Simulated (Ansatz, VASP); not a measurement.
**Two plane-wave programs on PbF2**

Contents of POSCAR:

```
PbF2
1.0
    0.0000000000      2.9604388877      2.9604388877
    2.9604388877      0.0000000000      2.9604388877
    2.9604388877      2.9604388877      0.0000000000
Pb F
1 2
Direct
    0.0000000000      0.0000000000      0.0000000000
    0.2500000000      0.2500000000      0.2500000000
    0.7500000000      0.7500000000      0.7500000000
```

INCAR.step1

```
ALGO = Normal
EDIFF = 1E-4
ENCUT = 520
GGA = PE
ISMEAR = 0
LASPH = T
LCHARG = F
LREAL = F
LWAVE = T
NBANDS = 21
NELM = 80
PREC = Accurate
SIGMA = 0.01
```

INCAR.step2

```
ALGO = Normal
EDIFF = 1E-6
ENCUT = 520
ISIF = 2
ISMEAR = 0
ISTART = 1
LASPH = T
LCHARG = F
LMIXTAU = T
LREAL = F
LWAVE = F
METAGGA = R2SCAN
NBANDS = 21
NELM = 80
PREC = Accurate
SIGMA = 0.01
```

File KPOINTS:

```
k-points
0
Gamma
  8 8 8
```

Input for Ansatz:

```yaml
crystal:
  lattice:
    - [0.0, 2.9604388877, 2.9604388877]
    - [2.9604388877, 0.0, 2.9604388877]
    - [2.9604388877, 2.9604388877, 0.0]
  atoms:
    - { symbol: Pb, position: [0.0, 0.0, 0.0] }
    - { symbol: F, position: [0.25, 0.25, 0.25] }
    - { symbol: F, position: [0.75, 0.75, 0.75] }
kpoints:
  mp_grid: { grid: [8, 8, 8] }
  band_path:
    path:
      - [0.0, 0.0, 0.0]
      - [0.5, 0.0, 0.5]
      - [0.625, 0.25, 0.625]
      - [0.375, 0.375, 0.75]
      - [0.5, 0.5, 0.5]
      - [0.5, 0.25, 0.75]
      - [0.25, -0.5, -0.25]
      - [0.0, 0.5, 0.5]
    npoints: 1
hamiltonian:
  xc: r2scan
scf:
  occupations: { method: fixed }
  n_extra_bands: 4
output:
  forces: true
  stress: true
  eigenvalues: true
```

Alike in both runs: task single point; functional r2SCAN; k mesh 8 × 8 × 8; no spin polarisation.

|  | VASP | Ansatz |
| --- | --- | --- |
| version | VASP 6.6.1 | Ansatz 0.2.0 |
| potentials or method | VASP PAW PBE potentials, release 64 (Pb_d, F) | plane waves, PAW |
| plane-wave cutoff (eV) | 520 | 500 |
| occupations | gaussian, width 0.01 eV | fixed |
| valence electrons in the cell | 28 | 28 |

VASP gave:

```
gap on the k mesh at the Fermi level (eV) : 4.93
pressure (GPa)                            : -0.1
```

**Question.** Which values does Ansatz return?

**Answer.** gap on the k mesh at the Fermi level (eV): 4.93; pressure (GPa): 0.0.

VASP's potentials were made for PBE, not for r2SCAN.

Neither program's run includes spin-orbit coupling.
